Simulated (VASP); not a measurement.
# LaSc (Pm-3m) in VASP: further runs

LaSc is run at these levels: PBE; tasks: single point, relaxation of cell and atoms.

Everything below comes from runs of VASP 6.6.1. Logs are shortened: lines on timing, memory, paths and dates and some standing lists are left out, and cuts for length are marked.

## (1) The cell of the first run

It takes space group Pm-3m (No. 221, cubic). The conventional cell has a = 3.701 Å, b = 3.701 Å, c = 3.701 Å, α = 90.00°, β = 90.00°, γ = 90.00°. La (site symmetry m-3m) has 8 Sc at 3.21 Å and 6 La at 3.70 Å within 4.2 Å. Within 4.2 Å of Sc (site symmetry m-3m) lie 8 La at 3.21 Å and 6 Sc at 3.70 Å.

## (2) Single point, PBE

The input, INCAR:

```
SYSTEM = LaSc
ALGO = Fast
EDIFF = 1E-6
ENCUT = 520
GGA = PE
ISIF = 2
ISMEAR = 0
LASPH = .TRUE.
LCHARG = .FALSE.
LREAL = .FALSE.
LWAVE = .FALSE.
NBANDS = 18
NELM = 80
PREC = Accurate
SIGMA = 0.1
```

The input, KPOINTS:

```
k-points
0
G
  6 6 6
  0 0 0
```

The input, POSCAR:

```
LaSc
1.0
    3.7008240100      0.0000000000      0.0000000000
    0.0000000000      3.7008240100      0.0000000000
    0.0000000000      0.0000000000      3.7008240100
La Sc
1 1
Direct
    0.0000000000      0.0000000000      0.0000000000
    0.5000000000      0.5000000000      0.5000000000
```

Potentials or basis: VASP PAW PBE potentials, release 64 (La, Sc_sv).

Started as:

```console
$ cat potpaw_PBE.64/La/POTCAR potpaw_PBE.64/Sc_sv/POTCAR > POTCAR
$ mpirun -np 1 vasp_std > vasp.out
```

OUTCAR:

```text
SYSTEM = LaSc
   EDIFF = 1E-6
   ENCUT = 520
   GGA = PE
   ISIF = 2
   ISMEAR = 0
   LASPH = .TRUE.
   LREAL = .FALSE.
   NELM = 80
   PREC = Accurate

 ion  position               nearest neighbor table
   1  0.000  0.000  0.000-   2 3.21   2 3.21   2 3.21   2 3.21   2 3.21   2 3.21   2 3.21   2 3.21

   2  0.500  0.500  0.500-   1 3.21   1 3.21   1 3.21   1 3.21   1 3.21   1 3.21   1 3.21   1 3.21

  LATTYP: Found a simple cubic cell.
 ALAT       =     3.7008240100

  Lattice vectors:

 A1 = (   3.7008240100,   0.0000000000,   0.0000000000)
 A2 = (   0.0000000000,   3.7008240100,   0.0000000000)
 A3 = (   0.0000000000,   0.0000000000,   3.7008240100)

Analysis of symmetry for initial positions (statically):
=====================================================================
 Subroutine PRICEL returns:
 Original cell was already a primitive cell.

 Routine SETGRP: Setting up the symmetry group for a
 simple cubic supercell.

 Subroutine GETGRP returns: Found 48 space group operations
 (whereof 48 operations were pure point group operations)
 out of a pool of 48 trial point group operations.

The static configuration has the point symmetry O_h .

Analysis of symmetry for dynamics (positions and initial velocities):
=====================================================================
 Subroutine PRICEL returns:
 Original cell was already a primitive cell.

 Routine SETGRP: Setting up the symmetry group for a
 simple cubic supercell.

 Subroutine GETGRP returns: Found 48 space group operations
 (whereof 48 operations were pure point group operations)
 out of a pool of 48 trial point group operations.

The dynamic configuration has the point symmetry O_h .

 Subroutine INISYM returns: Found 48 space group operations
 (whereof 48 operations are pure point group operations),
 and found     1 'primitive' translations

----------------------------------------------------------------------------------------

                                     Primitive cell

  volume of cell :      50.6868

  direct lattice vectors                    reciprocal lattice vectors
     3.700824010  0.000000000  0.000000000     0.270210093  0.000000000  0.000000000
     0.000000000  3.700824010  0.000000000     0.000000000  0.270210093  0.000000000
     0.000000000  0.000000000  3.700824010     0.000000000  0.000000000  0.270210093

  length of vectors
     3.700824010  3.700824010  3.700824010     0.270210093  0.270210093  0.270210093

  position of ions in fractional coordinates (direct lattice)
     0.000000000  0.000000000  0.000000000
     0.500000000  0.500000000  0.500000000

  ion indices of the primitive-cell ions
   primitive index   ion index
                 1           1
                 2           2

----------------------------------------------------------------------------------------

 KPOINTS: k-points

Automatic generation of k-mesh.
 Grid dimensions read from file:
 generate k-points for:    6    6    6

 Generating k-lattice:

  Cartesian coordinates                     Fractional coordinates (reciprocal lattice)
     0.045035016  0.000000000  0.000000000     0.166666667  0.000000000  0.000000000
     0.000000000  0.045035016  0.000000000     0.000000000  0.166666667  0.000000000
     0.000000000  0.000000000  0.045035016     0.000000000  0.000000000  0.166666667

  Length of vectors
     0.045035016  0.045035016  0.045035016

  Shift w.r.t. Gamma in fractional coordinates (k-lattice)
     0.000000000  0.000000000  0.000000000

 Subroutine IBZKPT returns following result:
 ===========================================

 Found     20 irreducible k-points:

 Following reciprocal coordinates:
            Coordinates               Weight
  0.000000  0.000000  0.000000      1.000000
  0.166667  0.000000  0.000000      6.000000
  0.333333  0.000000  0.000000      6.000000
  0.500000  0.000000  0.000000      3.000000
  0.166667  0.166667  0.000000     12.000000
  0.333333  0.166667  0.000000     24.000000
[... 12 lines left out ...]
  0.500000  0.500000  0.333333      6.000000
  0.500000  0.500000  0.500000      1.000000
   k-points           NKPTS =     20   k-points in BZ     NKDIM =     20   number of bands    NBANDS=     18
   number of dos      NEDOS =    301   number of ions     NIONS =      2
   total plane-waves  NPLWV =  21952
   dimension x,y,z NGX =    28 NGY =   28 NGZ =   28
   dimension x,y,z NGXF=    56 NGYF=   56 NGZF=   56
   ions per type =               1   1
   NGX,Y,Z   is equivalent  to a cutoff of  12.58, 12.58, 12.58 a.u.
   NGXF,Y,Z  is equivalent  to a cutoff of  25.16, 25.16, 25.16 a.u.
 SYSTEM =  LaSc
   PREC   = accura    normal or accurate (medium, high low for compatibility)
   ISTART =      0    job   : 0-new  1-cont  2-samecut
   ICHARG =      2    charge: 1-file 2-atom 10-const
   ISPIN  =      1    spin polarized calculation?
   LNONCOLLINEAR =      F non collinear calculations
   LSORBIT =      F    spin-orbit coupling
   LASPH  =      T    aspherical Exc in radial PAW
   ENCUT  =  520.0 eV  38.22 Ry    6.18 a.u.   6.88  6.88  6.88*2*pi/ulx,y,z
   NELM   =     80;   NELMIN=  2; NELMDL= -5     # of ELM steps
   EDIFF  = 0.1E-05   stopping-criterion for ELM
   LREAL  =      F    real-space projection
   EDIFFG = 0.1E-04   stopping-criterion for IOM
   NSW    =      0    number of steps for IOM
   IBRION =     -1    ionic relax: 0-MD 1-quasi-New 2-CG
   NFREE  =      0    steps in history (QN), initial steepest desc. (CG)
   ISIF   =      2    stress and relaxation
   ISYM   =      2    0-nonsym 1-usesym 2-fastsym
   POTIM  = 0.5000    time-step for ionic-motion
   TEBEG  =    0.0;   TEEND  =   0.0 temperature during run
   PSTRESS=    0.0 pullay stress
   NELECT =      22.0000    total number of electrons
   NUPDOWN=      -1.0000    fix difference up-down
   EMIN   =  10.00;   EMAX   =-10.00  energy-range for DOS
   EFERMI =   0.00;   METHOD = LEGACY
   ISMEAR =     0;   SIGMA  =   0.10  broadening in eV -4-tet -1-fermi 0-gaus
   EFERMI_NEDOS =   21; number of points for ismear=-14 and -15
   IALGO  =     68    algorithm
   IMIX   =      4    mixing-type and parameters
     AMIX     =   0.40;   BMIX     =  1.00
     AMIX_MAG =   1.60;   BMIX_MAG =  1.00
  volume/ion in A,a.u.               =      25.34       171.03
  Fermi-wavevector in a.u.,A,eV,Ry     =   1.239512  2.342337 20.903844  1.536389
  Thomas-Fermi vector in A             =   2.373992
   LORBIT       =      0    0 simple, 1 ext, 2 COOP (PROOUT), +10 PAW based schemes
   GGA     = PE    functional components
   LHFCALC =     F    Hartree Fock is set to
   AEXX    =    0.0000 exact exchange contribution
   IVDW    =     0    specifies the selected vdW correction
   LEPSILON=     F    determine dielectric tensor
   LRPA    =     F    only Hartree local field effects (RPA)
 non-spin polarized calculation
 RMM-DIIS sequential band-by-band and
 Gauss-broadening in eV      SIGMA  =   0.10
  energy-cutoff  :      520.00
  volume of cell :       50.69
 maximum number of plane-waves:      1406
 NGX is ok and might be reduce to    28
   NGX = 13   NGY = 13   NGZ = 13

 number of electron      22.0000004 magnetization

 Free energy of the ion-electron system (eV)
  ---------------------------------------------------
  ext. energy  EPLUGINS =         0.00000000
  ---------------------------------------------------
  free energy    TOTEN  =       -10.75594247 eV

  energy without entropy =      -10.74167158  energy(sigma->0) =      -10.74880702

 E-fermi :   7.8463     XC(G=0): -10.5296

 val. band max:        7.7944049498   @ k =   0.3333   0.3333   0.1667
 cond. band min:       7.8515158607   @ k =   0.5000   0.5000   0.0000
 fundamental gap:      0.0571109109
 Fermi energy:         7.8462876732

 k-point     1 :       0.0000    0.0000    0.0000
  band No.  band energies     occupation
      1     -41.4066      2.00000
      2     -24.2386      2.00000
      3     -20.0588      2.00000
      4     -20.0588      2.00000
      5     -20.0588      2.00000
      6      -7.6807      2.00000
[... 10 lines left out ...]
     17      10.5848      0.00000
     18      10.7162      0.00000

 k-point     2 :       0.1667    0.0000    0.0000
  band No.  band energies     occupation
      1     -41.4054      2.00000
      2     -24.2239      2.00000
      3     -20.0659      2.00000
      4     -20.0562      2.00000
      5     -20.0562      2.00000
      6      -7.9499      2.00000
[... 10 lines left out ...]
     17      10.5390      0.00000
     18      10.5605      0.00000

 k-point     3 :       0.3333    0.0000    0.0000
  band No.  band energies     occupation
      1     -41.4030      2.00000
      2     -24.1943      2.00000
      3     -20.0794      2.00000
      4     -20.0510      2.00000
      5     -20.0510      2.00000
      6      -8.4413      2.00000
[... 10 lines left out ...]
     17      10.3177      0.00000
     18      10.3178      0.00000

 k-point     4 :       0.5000    0.0000    0.0000
  band No.  band energies     occupation
      1     -41.4019      2.00000
      2     -24.1795      2.00000
      3     -20.0858      2.00000
      4     -20.0485      2.00000
      5     -20.0485      2.00000
      6      -8.6680      2.00000
[... 10 lines left out ...]
     17      10.0333      0.00000
     18      10.9104      0.00000

 k-point     5 :       0.1667    0.1667    0.0000
  band No.  band energies     occupation
      1     -41.4042      2.00000
      2     -24.2067      2.00000
      3     -20.0755      2.00000
      4     -20.0571      2.00000
      5     -20.0538      2.00000
      6      -7.9598      2.00000
[... 10 lines left out ...]
     17      10.5365      0.00000
     18      10.6595      0.00000

 k-point     6 :       0.3333    0.1667    0.0000
  band No.  band energies     occupation
      1     -41.4019      2.00000
      2     -24.1720      2.00000
      3     -20.0899      2.00000
      4     -20.0635      2.00000
      5     -20.0491      2.00000
      6      -8.3972      2.00000
[... 10 lines left out ...]
     17      10.4516      0.00000
     18      10.7024      0.00000

 k-point     7 :       0.5000    0.1667    0.0000
  band No.  band energies     occupation
      1     -41.4007      2.00000
      2     -24.1546      2.00000
      3     -20.0955      2.00000
      4     -20.0681      2.00000
      5     -20.0468      2.00000
      6      -8.6127      2.00000
[... 10 lines left out ...]
     17      10.4009      0.00000
     18      10.8674      0.00000

 k-point     8 :       0.3333    0.3333    0.0000
  band No.  band energies     occupation
      1     -41.3996      2.00000
      2     -24.1268      2.00000
      3     -20.1093      2.00000
      4     -20.0902      2.00000
      5     -20.0453      2.00000
      6      -8.3336      2.00000
[... 10 lines left out ...]
     17      10.9338      0.00000
     18      10.9852      0.00000
[... 145 lines left out ...]
     17      10.5270      0.00000
     18      10.8867      0.00000

 k-point    16 :       0.5000    0.5000    0.1667
  band No.  band energies     occupation
      1     -41.3963      2.00000
      2     -24.0581      2.00000
      3     -20.1222      2.00000
      4     -20.1222      2.00000
      5     -20.0588      2.00000
      6      -8.4333      2.00000
[... 10 lines left out ...]
     17      10.5056      0.00000
     18      10.8959      0.00000

 k-point    17 :       0.3333    0.3333    0.3333
  band No.  band energies     occupation
      1     -41.3964      2.00000
      2     -24.0617      2.00000
      3     -20.0982      2.00000
      4     -20.0982      2.00000
      5     -20.0951      2.00000
      6      -8.2371      2.00000
[... 10 lines left out ...]
     17      10.7763      0.00000
     18      10.8592      0.00000

 k-point    18 :       0.5000    0.3333    0.3333
  band No.  band energies     occupation
      1     -41.3953      2.00000
      2     -24.0395      2.00000
      3     -20.1143      2.00000
      4     -20.0983      2.00000
      5     -20.0944      2.00000
      6      -8.4367      2.00000
[... 10 lines left out ...]
     17      10.7676      0.00000
     18      10.8574      0.00000

 k-point    19 :       0.5000    0.5000    0.3333
  band No.  band energies     occupation
      1     -41.3942      2.00000
      2     -24.0177      2.00000
      3     -20.1139      2.00000
      4     -20.1139      2.00000
      5     -20.0928      2.00000
      6      -8.4154      2.00000
[... 10 lines left out ...]
     17      10.8290      0.00000
     18      10.8790      0.00000

 k-point    20 :       0.5000    0.5000    0.5000
  band No.  band energies     occupation
      1     -41.3931      2.00000
      2     -23.9973      2.00000
      3     -20.1098      2.00000
      4     -20.1098      2.00000
      5     -20.1098      2.00000
      6      -8.4064      2.00000
[... 10 lines left out ...]
     17      10.8666      0.00000
     18      10.8682      0.00000

------------------------ aborting loop because EDIFF is reached ----------------------------------------

  FORCE on cell =-STRESS in cart. coord.  units (eV):
  Direction    XX          YY          ZZ          XY          YZ          ZX
  --------------------------------------------------------------------------------------
  -------------------------------------------------------------------------------------
  Total        2.9886959      2.9886959      2.9886959      0.0000000     -0.0000000      0.0000000
  in kB       94.4706733     94.4706733     94.4706733      0.0000000     -0.0000000      0.0000000
  external PRESSURE =      94.4706733 kB  Pullay stress =       0.0000000 kB

 VOLUME and BASIS-vectors are now :
 -----------------------------------------------------------------------------
  energy-cutoff  :      520.00
  volume of cell :       50.69
      direct lattice vectors                 reciprocal lattice vectors
     3.700824010  0.000000000  0.000000000     0.270210093  0.000000000  0.000000000
     0.000000000  3.700824010  0.000000000     0.000000000  0.270210093  0.000000000
     0.000000000  0.000000000  3.700824010     0.000000000  0.000000000  0.270210093

 POSITION                                       TOTAL-FORCE (eV/Angst)
 -----------------------------------------------------------------------------------
      0.00000      0.00000      0.00000         0.000000      0.000000      0.000000
      1.85041      1.85041      1.85041         0.000000      0.000000      0.000000
 -----------------------------------------------------------------------------------
    total drift:                                0.000000      0.000000      0.000000

  FREE ENERGIE OF THE ION-ELECTRON SYSTEM (eV)
  ---------------------------------------------------
  free  energy   TOTEN  =       -10.7559424707 eV

  energy  without entropy=      -10.7416715781  energy(sigma->0) =      -10.74880702
```

It took 27 s on 1 thread of Intel Xeon 6975P-C (Granite Rapids), shared host; peak memory 0.17 GiB.

Results:

```yaml
Free_energy: -10.7559 eV
Pressure: 9.4 GPa
Band_gap_on_the_k_mesh: zero (band 11 reaches 8.16 eV, above the bottom of band 12 at 7.54 eV)
```

Caveat: spin-orbit coupling is left out, which moves the levels of the heavy elements.

## (3) Single point, PBE

This run uses another cell than the first one, of 30.24 Å³/atom, 1.193 times its volume.

The input, INCAR:

```
ALGO = Normal ; EDIFF = 1E-6
ENCUT = 520 ; GGA = PE
ISIF = 2 ; ISMEAR = 0
LASPH = T ; LCHARG = F
LREAL = F ; LWAVE = F
NBANDS = 18 ; NELM = 60
PREC = Accurate ; SIGMA = 0.1
```

The input, KPOINTS:

```
k-points
0
Gamma
  6 6 6
```

The input, POSCAR:

```
LaSc
1.0
    3.9254947744      0.0000000000      0.0000000000
    0.0000000000      3.9254947744      0.0000000000
    0.0000000000      0.0000000000      3.9254947744
La Sc
1 1
Direct
    0.0000000000      0.0000000000      0.0000000000
    0.5000000000      0.5000000000      0.5000000000
```

Potentials or basis: VASP PAW PBE potentials, release 64 (La, Sc_sv).

Started as:

```console
$ cat potpaw_PBE.64/La/POTCAR potpaw_PBE.64/Sc_sv/POTCAR > POTCAR
$ mpirun -np 1 vasp_std > vasp.out
```

Wall time 13 s (1 thread of Intel Xeon 6975P-C (Granite Rapids), shared host); peak memory 0.19 GiB.

It converged, with:

```
Free energy            : -11.0267 eV
Pressure               : 0.4 GPa
Band gap on the k mesh : zero (band 11 reaches 6.68 eV, above the bottom of band 12 at 6.13 eV)
```

Levels at points of the mesh, in eV from the Fermi level:
```
           k point  band 8  band 9  band 10  band 11  band 12  band 13  band 14  band 15
(0.00, 0.00, 0.00)  -15.96   -4.06    -1.59    -1.59     1.36     1.36     1.36     2.24
(0.50, 0.00, 0.00)  -15.92   -1.71    -1.02    -0.05     0.27     1.17     1.17     1.46
(0.50, 0.50, 0.00)  -15.86   -2.43    -1.25     0.07     0.07     1.42     1.42     2.21
(0.50, 0.50, 0.50)  -16.38   -0.93    -0.93    -0.93     0.92     0.92     0.92     1.68
```

Caveat: spin-orbit coupling is left out, which moves the levels of the heavy elements.

## (4) Relaxation of cell and atoms, PBE

The input, INCAR:

```
SYSTEM = LaSc
ALGO     = Normal         ! electronic algorithm
EDIFF    = 1E-6           ! SCF threshold, eV
EDIFFG   = -0.04          ! ionic threshold
ENCUT    = 600            ! plane-wave cutoff, eV
GGA      = PE             ! functional
IBRION   = 2              ! ionic algorithm
ISIF     = 3              ! what is computed and relaxed
ISMEAR   = 0              ! smearing method
LASPH    = .True.         ! aspherical terms in the spheres
LCHARG   = .False.        ! write CHGCAR
LREAL    = .False.        ! projectors in reciprocal space
LWAVE    = .False.        ! write WAVECAR
NELM     = 80             ! most SCF steps
NSW      = 90             ! ionic steps
PREC     = Accurate       ! precision mode
SIGMA    = 0.1            ! smearing width, eV
```

The input, KPOINTS:

```
k-points
0
Gamma
  6 6 6
  0 0 0
```

The input, POSCAR:

```
LaSc
1.0
    3.7008240100      0.0000000000      0.0000000000
    0.0000000000      3.7008240100      0.0000000000
    0.0000000000      0.0000000000      3.7008240100
La Sc
1 1
Direct
    0.0000000000      0.0000000000      0.0000000000
    0.5000000000      0.5000000000      0.5000000000
```

Started as:

```console
$ cat potpaw_PBE.64/La/POTCAR potpaw_PBE.64/Sc_sv/POTCAR > POTCAR
$ mpirun -np 1 vasp_std > vasp.out
```

Wall time 43 s (1 thread of Intel Xeon 6975P-C (Granite Rapids), shared host); peak memory 0.19 GiB.

It converged, with:

| Quantity | Value |
| --- | --- |
| Free energy | -11.0265 eV |
| Relaxed volume | 30.51 Å³/atom |
| Relaxed cell | a = 3.937 Å, b = 3.937 Å, c = 3.937 Å, α = 90.00°, β = 90.00°, γ = 90.00° |
| Space group after relaxing (to 0.05 Å) | Pm-3m (No. 221) |
| Energy gained by relaxing | 134.8 meV/atom |
| Ionic steps | 3 |
| Pressure after relaxing | 0.0 GPa |
| Band gap on the k mesh | zero (band 11 reaches 6.61 eV, above the bottom of band 12 at 6.07 eV) |

Step by step:
```tsv
step	energy change (eV)	largest force (eV/Å)	pressure (GPa)	volume (Å³)
1	0.0000	0.0000	9.44	50.69
2	-0.2661	0.0000	-0.81	62.45
3	-0.2695	0.0000	0.05	61.02
```

Final structure:
```yaml
crystal:
  lattice:
    - [3.93686, 0.00000, 0.00000]
    - [0.00000, 3.93686, 0.00000]
    - [0.00000, 0.00000, 3.93686]
  atoms:
    - { symbol: La, position: [0.00000, 0.00000, 0.00000] }
    - { symbol: Sc, position: [0.50000, 0.50000, 0.50000] }
```

Levels at points of the mesh, in eV from the Fermi level:
| k point | band 9 | band 10 | band 11 | band 12 | band 13 | band 14 |
| --- | --- | --- | --- | --- | --- | --- |
| (0.00, 0.00, 0.00) | -4.06 | -1.57 | -1.57 | 1.35 | 1.35 | 1.35 |
| (0.50, 0.00, 0.00) | -1.71 | -1.04 | -0.04 | 0.28 | 1.16 | 1.16 |
| (0.50, 0.50, 0.00) | -2.41 | -1.24 | 0.07 | 0.07 | 1.40 | 1.40 |
| (0.50, 0.50, 0.50) | -0.93 | -0.93 | -0.93 | 0.90 | 0.90 | 0.90 |

Caveat: the volume moved by over 15 % at a fixed basis, so the end points are rough; spin-orbit coupling is left out, which moves the levels of the heavy elements.

[end of part 1 of 2]
